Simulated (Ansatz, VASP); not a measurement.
Al3B2As in VASP and in Ansatz

```
Al B As
1.0
     5.74033    0.00000    0.00000
    -2.87017    4.97127    0.00000
     0.00000    0.00000    2.97315
Al B As
3 2 1
Direct
  0.50000 0.00000 0.50000
  0.00000 0.50000 0.50000
  0.50000 0.50000 0.50000
  0.33333 0.66667 0.00000
  0.66667 0.33333 0.00000
  0.00000 0.00000 0.00000
```

Alike in both runs: task relaxation of cell and atoms; functional PBE; k mesh 6 × 6 × 6; occupations gaussian, width 0.1 eV; no spin polarisation.

```csv
,VASP,Ansatz
version,VASP 6.6.1,Ansatz 0.2.0
potentials or method,"VASP PAW PBE potentials, release 64 (Al, B, As), cutoff 600 eV","scalar-relativistic, plane waves, PAW"
valence electrons in the cell,20,30
```

Ansatz gave:

```
gap on the k mesh at the Fermi level, each at its own relaxed structure (eV) : none
relaxed volume (Å³/atom)                                                     : 14.48
relaxed length of the cell vector where the two differ most in proportion (Å)              : 6.206
```

Which values does VASP return?

gap on the k mesh at the Fermi level, each at its own relaxed structure (eV): none; relaxed volume (Å³/atom): 14.55; relaxed length of the cell vector where the two differ most in proportion (Å): 6.222.

A gap of «none» marks a metal or a gap that the smearing closes. VASP's potentials hold 20 valence electrons a cell and Ansatz's 30, so a difference there can come from the potentials and not from the codes.
